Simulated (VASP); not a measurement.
# BaTiO3 (Pm-3m) in VASP: single point with PBE0

Aim: the single point of BaTiO3 with PBE0.

All numbers are computed with VASP 6.6.1; they aren't measurements. Logs are shortened: lines on timing, memory, paths and dates and some standing lists are left out, and cuts for length are marked.

## Step 1: The cell of the first run

Symmetry: Pm-3m, No. 221, cubic system. Conventional cell: a = 3.994 Å, b = 3.994 Å, c = 3.994 Å, α = 90.00°, β = 90.00°, γ = 90.00°. Within 3.7 Å of Ba (site symmetry m-3m) lie 12 O at 2.82 Å and 8 Ti at 3.46 Å. Within 2.6 Å of Ti (site symmetry m-3m) lie 6 O at 2.00 Å. O (site symmetry 4/mmm) has 2 Ti at 2.00 Å within 2.6 Å.

## Step 2: Single point, PBE0

The input, POSCAR:

```
BaTiO3
1.0
    3.9940950307      0.0000000000      0.0000000000
    0.0000000000      3.9940950307      0.0000000000
    0.0000000000      0.0000000000      3.9940950307
Ba Ti O
1 1 3
Direct
    0.5000000000      0.5000000000      0.5000000000
    0.0000000000      0.0000000000      0.0000000000
    0.5000000000      0.0000000000      0.0000000000
    0.0000000000      0.5000000000      0.0000000000
    0.0000000000      0.0000000000      0.5000000000
```

The input, INCAR.step1:

```
SYSTEM = BaTiO3
  PREC = Accurate
  ENCUT = 520
  EDIFF = 1E-5
  ISMEAR = 0
  SIGMA = 0.01
  LREAL = .FALSE.
  LASPH = .TRUE.
  NELM = 120
  ALGO = Normal
  ISIF = 2
  LWAVE = .TRUE.
  LCHARG = .FALSE.
  NBANDS = 28
  GGA = PE
  GGA_COMPAT = .FALSE.
```

The input, INCAR.step2:

```
SYSTEM = BaTiO3
  PREC = Accurate
  ENCUT = 520
  EDIFF = 1E-6
  ISMEAR = 0
  SIGMA = 0.01
  LREAL = .FALSE.
  LASPH = .TRUE.
  NELM = 120
  ALGO = Normal
  ISIF = 2
  LWAVE = .FALSE.
  LCHARG = .FALSE.
  GGA = PE
  LHFCALC = .TRUE.
  AEXX = 0.25
  PRECFOCK = Normal
  NBANDS = 28
  ISTART = 1
  GGA_COMPAT = .FALSE.
```

The input, KPOINTS:

```
regular mesh
0
G
  4 4 4
  0 0 0
```

Potentials or basis: VASP PAW PBE potentials, release 64 (Ba_sv, Ti_sv, O).

On the command line:

```bash
$ cat potpaw_PBE.64/Ba_sv/POTCAR potpaw_PBE.64/Ti_sv/POTCAR potpaw_PBE.64/O/POTCAR > POTCAR
$ cp INCAR.step1 INCAR
$ mpirun -np 1 vasp_std > vasp.out
$ cp INCAR.step2 INCAR
$ mpirun -np 1 vasp_std > vasp.out
```

OUTCAR:

```text
SYSTEM = BaTiO3
   PREC = Accurate
   ENCUT = 520
   EDIFF = 1E-6
   ISMEAR = 0
   LREAL = .FALSE.
   LASPH = .TRUE.
   NELM = 120
   ISIF = 2
   GGA = PE
   LHFCALC = .TRUE.
   AEXX = 0.25
   PRECFOCK = Normal
   ISTART = 1

 ion  position               nearest neighbor table
   1  0.500  0.500  0.500-   3 2.82   4 2.82   5 2.82   3 2.82   4 2.82   3 2.82   5 2.82   3 2.82
                             4 2.82   5 2.82   4 2.82   5 2.82   2 3.46   2 3.46   2 3.46   2 3.46
   2  0.000  0.000  0.000-   3 2.00   4 2.00   5 2.00   5 2.00   4 2.00   3 2.00   1 3.46   1 3.46
                             1 3.46   1 3.46   1 3.46   1 3.46   1 3.46   1 3.46
   3  0.500  0.000  0.000-   2 2.00   2 2.00   1 2.82   1 2.82   1 2.82   1 2.82
   4  0.000  0.500  0.000-   2 2.00   2 2.00   1 2.82   1 2.82   1 2.82   1 2.82
   5  0.000  0.000  0.500-   2 2.00   2 2.00   1 2.82   1 2.82   1 2.82   1 2.82

  LATTYP: Found a simple cubic cell.
 ALAT       =     3.9940950307

  Lattice vectors:

 A1 = (   3.9940950307,   0.0000000000,   0.0000000000)
 A2 = (   0.0000000000,   3.9940950307,   0.0000000000)
 A3 = (   0.0000000000,   0.0000000000,   3.9940950307)

Analysis of symmetry for initial positions (statically):
=====================================================================
 Subroutine PRICEL returns:
 Original cell was already a primitive cell.

 Routine SETGRP: Setting up the symmetry group for a
 simple cubic supercell.

 Subroutine GETGRP returns: Found 48 space group operations
 (whereof 48 operations were pure point group operations)
 out of a pool of 48 trial point group operations.

The static configuration has the point symmetry O_h .

Analysis of symmetry for dynamics (positions and initial velocities):
=====================================================================
 Subroutine PRICEL returns:
 Original cell was already a primitive cell.

 Routine SETGRP: Setting up the symmetry group for a
 simple cubic supercell.

 Subroutine GETGRP returns: Found 48 space group operations
 (whereof 48 operations were pure point group operations)
 out of a pool of 48 trial point group operations.

The dynamic configuration has the point symmetry O_h .

 Subroutine INISYM returns: Found 48 space group operations
 (whereof 48 operations are pure point group operations),
 and found     1 'primitive' translations

----------------------------------------------------------------------------------------

                                     Primitive cell

  volume of cell :      63.7170

  direct lattice vectors                    reciprocal lattice vectors
     3.994095031  0.000000000  0.000000000     0.250369606  0.000000000  0.000000000
     0.000000000  3.994095031  0.000000000     0.000000000  0.250369606  0.000000000
     0.000000000  0.000000000  3.994095031     0.000000000  0.000000000  0.250369606

  length of vectors
     3.994095031  3.994095031  3.994095031     0.250369606  0.250369606  0.250369606

  position of ions in fractional coordinates (direct lattice)
     0.500000000  0.500000000  0.500000000
     0.000000000  0.000000000  0.000000000
     0.500000000  0.000000000  0.000000000
     0.000000000  0.500000000  0.000000000
     0.000000000  0.000000000  0.500000000

  ion indices of the primitive-cell ions
   primitive index   ion index
                 1           1
                 2           2
                 3           3
                 4           4
                 5           5

----------------------------------------------------------------------------------------

 KPOINTS: regular mesh

Automatic generation of k-mesh.
 Grid dimensions read from file:
 generate k-points for:    4    4    4

 Generating k-lattice:

  Cartesian coordinates                     Fractional coordinates (reciprocal lattice)
     0.062592402  0.000000000  0.000000000     0.250000000  0.000000000  0.000000000
     0.000000000  0.062592402  0.000000000     0.000000000  0.250000000  0.000000000
     0.000000000  0.000000000  0.062592402     0.000000000  0.000000000  0.250000000

  Length of vectors
     0.062592402  0.062592402  0.062592402

  Shift w.r.t. Gamma in fractional coordinates (k-lattice)
     0.000000000  0.000000000  0.000000000

 Subroutine IBZKPT returns following result:
 ===========================================

 Found     10 irreducible k-points:

 Following reciprocal coordinates:
            Coordinates               Weight
  0.000000  0.000000  0.000000      1.000000
  0.250000  0.000000  0.000000      6.000000
  0.500000  0.000000  0.000000      3.000000
  0.250000  0.250000  0.000000     12.000000
  0.500000  0.250000  0.000000     12.000000
  0.500000  0.500000  0.000000      3.000000
  0.250000  0.250000  0.250000      8.000000
  0.500000  0.250000  0.250000     12.000000
  0.500000  0.500000  0.250000      6.000000
  0.500000  0.500000  0.500000      1.000000
   k-points           NKPTS =     10   k-points in BZ     NKDIM =     64   number of bands    NBANDS=     28
   number of dos      NEDOS =    301   number of ions     NIONS =      5
   total plane-waves  NPLWV =  27000
   dimension x,y,z NGX =    30 NGY =   30 NGZ =   30
   dimension x,y,z NGXF=    60 NGYF=   60 NGZF=   60
   ions per type =               1   1   3
   NGX,Y,Z   is equivalent  to a cutoff of  12.49, 12.49, 12.49 a.u.
   NGXF,Y,Z  is equivalent  to a cutoff of  24.97, 24.97, 24.97 a.u.
 SYSTEM =  BaTiO3
   PREC   = accura    normal or accurate (medium, high low for compatibility)
   ISTART =      1    job   : 0-new  1-cont  2-samecut
   ICHARG =      0    charge: 1-file 2-atom 10-const
   ISPIN  =      1    spin polarized calculation?
   LNONCOLLINEAR =      F non collinear calculations
   LSORBIT =      F    spin-orbit coupling
   LASPH  =      T    aspherical Exc in radial PAW
   ENCUT  =  520.0 eV  38.22 Ry    6.18 a.u.   7.43  7.43  7.43*2*pi/ulx,y,z
   NELM   =    120;   NELMIN=  2; NELMDL=  0     # of ELM steps
   EDIFF  = 0.1E-05   stopping-criterion for ELM
   LREAL  =      F    real-space projection
   EDIFFG = 0.1E-04   stopping-criterion for IOM
   NSW    =      0    number of steps for IOM
   IBRION =     -1    ionic relax: 0-MD 1-quasi-New 2-CG
   NFREE  =      0    steps in history (QN), initial steepest desc. (CG)
   ISIF   =      2    stress and relaxation
   ISYM   =      3    0-nonsym 1-usesym 2-fastsym
   POTIM  = 0.5000    time-step for ionic-motion
   TEBEG  =    0.0;   TEEND  =   0.0 temperature during run
   PSTRESS=    0.0 pullay stress
   NELECT =      40.0000    total number of electrons
   NUPDOWN=      -1.0000    fix difference up-down
   EMIN   =  10.00;   EMAX   =-10.00  energy-range for DOS
   EFERMI =   0.00;   METHOD = LEGACY
   ISMEAR =     0;   SIGMA  =   0.01  broadening in eV -4-tet -1-fermi 0-gaus
   EFERMI_NEDOS =   21; number of points for ismear=-14 and -15
   IALGO  =     38    algorithm
   IMIX   =      1    mixing-type and parameters
     AMIX     =   0.40;   BMIX     =  1.00
     AMIX_MAG =   1.60;   BMIX_MAG =  1.00
  volume/ion in A,a.u.               =      12.74        86.00
  Fermi-wavevector in a.u.,A,eV,Ry     =   1.401769  2.648959 26.734852  1.964956
  Thomas-Fermi vector in A             =   2.524597
   LORBIT       =      0    0 simple, 1 ext, 2 COOP (PROOUT), +10 PAW based schemes
   GGA     = PE    functional components
   LHFCALC =     T    Hartree Fock is set to
   PRECFOCK=normal    Normal, Fast or Accurate (Low or Medium for compatibility)
   ENCUT4O =  -1.0   cutoff for four orbital integrals eV
   NKREDX  =     1    reduce k-point grid by
   NKREDY  =     1    reduce k-point grid by
   NKREDZ  =     1    reduce k-point grid by
   AEXX    =    0.2500 exact exchange contribution
   HFSCREEN=    0.0000 screening length (either q_TF or 0.3 A-1)
   HFSCREENC=   0.0000 screening length for correlation (either q_TF or 0.3 A-1)
   ENCUTFOCK=  -1.0 apply spherical cutoff to Coloumb kernel
   IVDW    =     0    specifies the selected vdW correction
   LEPSILON=     F    determine dielectric tensor
   LRPA    =     F    only Hartree local field effects (RPA)
 non-spin polarized calculation
 Gauss-broadening in eV      SIGMA  =   0.01
  energy-cutoff  :      520.00
  volume of cell :       63.72
 maximum number of plane-waves:      1747
 NGX is ok and might be reduce to    30
  NGX = 24; NGY = 24; NGZ = 24

 number of electron      39.9999976 magnetization

 Free energy of the ion-electron system (eV)
  ---------------------------------------------------
  ext. energy  EPLUGINS =         0.00000000
  ---------------------------------------------------
  free energy    TOTEN  =       -51.15286598 eV

  energy without entropy =      -51.15286598  energy(sigma->0) =      -51.15286598

 E-fermi :   2.5784     XC(G=0):  -8.8890

 val. band max:        2.4501990460   @ k =   0.5000   0.5000   0.5000
 cond. band min:       6.3544509706   @ k =   0.0000   0.0000   0.0000
 fundamental gap:      3.9042519246
 Fermi energy:         2.5783862968

 k-point     1 :       0.0000    0.0000    0.0000
  band No.  band energies     occupation
      1     -58.6480      2.00000
      2     -33.1821      2.00000
      3     -33.1821      2.00000
      4     -33.1821      2.00000
      5     -23.6793      2.00000
      6     -16.0953      2.00000
[... 20 lines left out ...]
     27       9.8115      0.00000
     28      12.3044      0.00000

 k-point     2 :       0.2500    0.0000    0.0000
  band No.  band energies     occupation
      1     -58.6476      2.00000
      2     -33.2089      2.00000
      3     -33.1803      2.00000
      4     -33.1803      2.00000
      5     -23.6054      2.00000
      6     -16.1729      2.00000
[... 20 lines left out ...]
     27      11.0096      0.00000
     28      13.3546      0.00000

 k-point     3 :       0.5000    0.0000    0.0000
  band No.  band energies     occupation
      1     -58.6471      2.00000
      2     -33.2358      2.00000
      3     -33.1785      2.00000
      4     -33.1785      2.00000
      5     -23.5289      2.00000
      6     -16.3408      2.00000
[... 182 lines left out ...]
      3     -33.2290      2.00000
      4     -33.2008      2.00000
      5     -23.3972      2.00000
      6     -15.4432      2.00000
[... 20 lines left out ...]
     27      13.0256      0.00000
     28      13.0256      0.00000

 k-point    10 :       0.5000    0.5000    0.5000
  band No.  band energies     occupation
      1     -58.6453      2.00000
      2     -33.2269      2.00000
      3     -33.2269      2.00000
      4     -33.2269      2.00000
      5     -23.3582      2.00000
      6     -15.1209      2.00000
[... 20 lines left out ...]
     27      12.7963      0.00000
     28      12.7963      0.00000

------------------------ aborting loop because EDIFF is reached ----------------------------------------

  FORCE on cell =-STRESS in cart. coord.  units (eV):
  Direction    XX          YY          ZZ          XY          YZ          ZX
  --------------------------------------------------------------------------------------
  -------------------------------------------------------------------------------------
  Total       -0.3027952     -0.3027952     -0.3027952      0.0000000     -0.0000000      0.0000000
  in kB       -7.6138503     -7.6138503     -7.6138503      0.0000000     -0.0000000      0.0000000
  external PRESSURE =      -7.6138503 kB  Pullay stress =       0.0000000 kB

 VOLUME and BASIS-vectors are now :
 -----------------------------------------------------------------------------
  energy-cutoff  :      520.00
  volume of cell :       63.72
      direct lattice vectors                 reciprocal lattice vectors
     3.994095031  0.000000000  0.000000000     0.250369606  0.000000000  0.000000000
     0.000000000  3.994095031  0.000000000     0.000000000  0.250369606  0.000000000
     0.000000000  0.000000000  3.994095031     0.000000000  0.000000000  0.250369606

 POSITION                                       TOTAL-FORCE (eV/Angst)
 -----------------------------------------------------------------------------------
      1.99705      1.99705      1.99705         0.000000      0.000000      0.000000
      0.00000      0.00000      0.00000         0.000000      0.000000      0.000000
      1.99705      0.00000      0.00000         0.000000      0.000000      0.000000
      0.00000      1.99705      0.00000         0.000000      0.000000      0.000000
      0.00000      0.00000      1.99705         0.000000      0.000000      0.000000
 -----------------------------------------------------------------------------------
    total drift:                                0.000002     -0.000001     -0.000001

  FREE ENERGIE OF THE ION-ELECTRON SYSTEM (eV)
  ---------------------------------------------------
  free  energy   TOTEN  =       -51.1528659824 eV

  energy  without entropy=      -51.1528659824  energy(sigma->0) =      -51.15286598
```

Run time: 55 min. Hardware: 1 thread of AMD EPYC 7R13 (Zen 3), shared host; peak memory 0.17 GiB.

Results:

```yaml
Free_energy: -51.1529 eV
Pressure: -0.8 GPa
Band_gap_on_the_k_mesh: 3.90 eV (least direct gap 4.01 eV)
```

Caveat: the PAW data sets were made with another functional, which shifts forces and pressure a little; spin-orbit coupling is left out, which moves the levels of the heavy elements. A k mesh can miss the band edges.
